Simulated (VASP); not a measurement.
A run of VASP 6.6.1 is set up as follows.

Contents of INCAR:

```
PREC = Accurate ; ENCUT = 520
EDIFF = 1E-7 ; ISMEAR = 0
SIGMA = 0.05 ; LREAL = F
LASPH = T ; NELM = 80
ALGO = Fast ; ISIF = 2
LWAVE = F ; LCHARG = F
GGA = PE ; NBANDS = 29
```

KPOINTS

```
Automatic mesh
0
Gamma
  10 10 10
```

File POSCAR:

```
TiPt3
1.0
    3.8970000000      0.0000000000      0.0000000000
    0.0000000000      3.8970000000      0.0000000000
    0.0000000000      0.0000000000      3.8970000000
Ti Pt
1 3
Direct
    0.0000000000      0.0000000000      0.0000000000
    0.0000000000      0.5000000000      0.5000000000
    0.5000000000      0.0000000000      0.5000000000
    0.5000000000      0.5000000000      0.0000000000
```

Potentials or basis: VASP PAW PBE potentials, release 64 (Ti_sv, Pt).

Command:

```sh
$ cat potpaw_PBE.64/Ti_sv/POTCAR potpaw_PBE.64/Pt/POTCAR > POTCAR
$ mpirun -np 1 vasp_std > vasp.out
```

Question: What does it give for the band gap on the k mesh?

Answer: Zero (bands 21 and 22 overlap by 1.85 eV).

Question: Predict the pressure.

Answer: 9.7 GPa.

Caveat: the cell stands under pressure; spin-orbit coupling is left out, which moves the levels of the heavy elements.
